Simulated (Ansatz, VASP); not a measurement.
# Two plane-wave programs on Al3O

```xyz
4
Lattice="2.8168 0.0000 0.0000 0.0000 2.8168 0.0000 0.0000 0.0000 21.1043" Properties=species:S:1:pos:R:3 pbc="T T T"
Al    1.4084    1.4084    4.0000
Al    0.0000    0.0000    6.0518
Al    1.4084    1.4084    8.1043
O     2.3474    2.3474    9.5543
```

Alike in both runs: task single point; functional LDA; k mesh 9 × 9 × 1; occupations gaussian, width 0.1 eV; no spin polarisation.

```csv
,VASP,Ansatz
version,VASP 6.6.1,Ansatz 0.2.0
potentials or method,"VASP PAW LDA potentials, release 64 (Al, O), cutoff 520 eV","scalar-relativistic, plane waves, PAW"
valence electrons in the cell,15,15
```

|  | VASP | Ansatz | Ansatz less VASP |
| --- | --- | --- | --- |
| gap on the k mesh at the Fermi level (eV) | none | none | - |
| rms of the force components (eV/Å) | 2.003 | 2.027 | +0.0236 |

LDA's correlation is that of Perdew and Zunger in VASP and of Perdew and Wang (1992) in Ansatz. Atom by atom the forces differ by 0.027 eV/Å (rms over components). A gap of «none» marks a metal or a gap that the smearing closes.
